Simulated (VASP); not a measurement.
Here is a VASP 6.6.1 calculation.

Contents of INCAR:

```
  PREC = Accurate
  ENCUT = 520
  EDIFF = 1E-7
  ISMEAR = -1
  SIGMA = 0.02
  LREAL = F
  LASPH = T
  NELM = 80
  ALGO = Normal
  ISIF = 2
  LWAVE = F
  LCHARG = F
  GGA = PE
  NBANDS = 16
```

The input KPOINTS:

```
Automatic mesh
0
Gamma
  11 11 6
```

File POSCAR:

```
AlN
1.0
    3.0798921301      0.0000000000      0.0000000000
   -1.5399460650      2.6672648256      0.0000000000
    0.0000000000      0.0000000000      4.9780000000
Al N
2 2
Direct
    0.3333333333      0.6666666667      0.0000000000
    0.6666666667      0.3333333333      0.5000000000
    0.3333333333      0.6666666667      0.3850000000
    0.6666666667      0.3333333333      0.8850000000
```

Potentials or basis: VASP PAW PBE potentials, release 64 (Al, N).

Run with:

```console
$ cat potpaw_PBE.64/Al/POTCAR potpaw_PBE.64/N/POTCAR > POTCAR
$ mpirun -np 1 vasp_std > vasp.out
```

What does it give for the largest force?

0.304 eV/Å.

Predict the band gap on the k mesh.

4.37 eV.

Forces on the atoms (eV/Å):
```
Al   0.000  0.000  0.304
Al   0.000  0.000  0.304
N    0.000  0.000 -0.304
N    0.000  0.000 -0.304
```

Caveat: the cell differs from its parent crystal (equal xx and yy strain of -1 %). A k mesh can miss the band edges.
